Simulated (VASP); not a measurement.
A run of VASP 6.6.1 is set up as follows.

Contents of INCAR:

```
ALGO     = Normal         # electronic algorithm
EDIFF    = 1E-6           # SCF threshold, eV
ENCUT    = 520            # plane-wave cutoff, eV
GGA      = PE             # functional
ISIF     = 2              # what is computed and relaxed
ISMEAR   = -1             # smearing method
LASPH    = T              # aspherical terms in the spheres
LCHARG   = F              # write CHGCAR
LREAL    = F              # projectors in reciprocal space
LWAVE    = F              # write WAVECAR
NBANDS   = 18             # bands
NELM     = 100            # most SCF steps
PREC     = Accurate       # precision mode
SIGMA    = 0.1            # smearing width, eV
```

Contents of KPOINTS:

```
k-points
0
Gamma
  13 13 13
```

File POSCAR:

```
Yb
1.0
    3.0811214144      0.0000000000      0.0000000000
    0.0000000000      3.0811214144      0.0000000000
    0.0000000000      0.0000000000      3.0811214144
Yb
1
Direct
    0.0000000000      0.0000000000      0.0000000000
```

Potentials or basis: VASP PAW PBE potentials, release 64 (Yb).

Launch:

```sh
$ cat potpaw_PBE.64/Yb/POTCAR > POTCAR
$ mpirun -np 1 vasp_std > vasp.out
```

Question: What does it give for the band gap on the k mesh?

Answer: Zero (band 12 reaches 2.10 eV, above the bottom of band 13 at 2.05 eV).

Question: Predict the pressure.

Answer: 5.0 GPa.

Caveat: spin-orbit coupling is left out, which moves the levels of the heavy elements. Spin polarisation is off, so any magnetic state and its effect on volume and gap are missing.
